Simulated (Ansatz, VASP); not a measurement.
# NaCl: VASP beside Ansatz

```
Na Cl
1.0
     0.00000    3.21848    3.08727
     3.21848    0.00000    3.08727
     3.21848    3.21848    0.00000
Na Cl
1 1
Direct
  0.00000 0.00000 0.00000
  0.25000 0.25000 0.25000
```

Change from the starting cell: biaxial_xy strain +4.2%.

Alike in both runs: task single point; functional r2SCAN; k mesh 8 × 8 × 8; no spin polarisation.

|  | VASP | Ansatz |
| --- | --- | --- |
| version | VASP 6.6.1 | Ansatz 0.2.0 |
| potentials or method | VASP PAW PBE potentials, release 64 (Na_pv, Cl) | plane waves, PAW |
| plane-wave cutoff (eV) | 520 | 500 |
| occupations | gaussian, width 0.01 eV | fixed |
| valence electrons in the cell | 14 | 16 |

```csv
,VASP,Ansatz,Ansatz less VASP
gap on the k mesh at the Fermi level (eV),5.35,5.34,-0.014
pressure (GPa),-1.4,-1.3,+0.12
"traceless stress, the component that is largest in VASP (GPa)",0.11,0.10,-0.018
```

VASP's potentials were made for PBE, not for r2SCAN. VASP's potentials hold 14 valence electrons a cell and Ansatz's 16, so a difference there can come from the potentials and not from the codes.
